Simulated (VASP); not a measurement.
Crystal: Ca.

```xyz
2
Lattice="0.0000 3.8400 3.8400 3.8400 0.0000 3.8400 3.8400 3.8400 0.0000" Properties=species:S:1:pos:R:3 pbc="T T T"
Ca    0.0000    0.0000    0.0000
Ca    1.9200    1.9200    1.9200
```

```yaml
Program: VASP 6.6.1
Task: relaxation of cell and atoms
Functional: LDA
Potentials_or_basis: VASP PAW LDA potentials, release 64 (Ca_sv)
Cutoff: 600 eV
k_mesh: 4 × 4 × 4
Occupations: fermi-dirac, width 0.1 eV
Spin: no spin polarisation
```

At the start: pressure 1.0 GPa; volume 56.62 Å³/atom.

Problem. Where does the relaxation end?

Solution. Over 3 steps the energy falls by 37.7 meV/atom and the volume is 69.33 Å³/atom (+22.4 %); space group Fd-3m (No. 227, to 0.05 Å).

The path:
| step | energy change (eV) | largest force (eV/Å) | pressure (GPa) | volume (Å³) |
| --- | --- | --- | --- | --- |
| 1 | 0.0000 | 0.0000 | 1.02 | 113.25 |
| 2 | -0.0330 | 0.0000 | 0.73 | 119.28 |
| 3 | -0.0754 | 0.0000 | 0.01 | 138.66 |

Final structure:
```yaml
crystal:
  lattice:
    - [0.00000, 4.10810, 4.10810]
    - [4.10810, 0.00000, 4.10810]
    - [4.10810, 4.10810, 0.00000]
  atoms:
    - { symbol: Ca, position: [0.00000, 0.00000, 0.00000] }
    - { symbol: Ca, position: [0.25000, 0.25000, 0.25000] }
```

Caveat: the volume moved by over 15 % at a fixed basis, so the end points are rough.
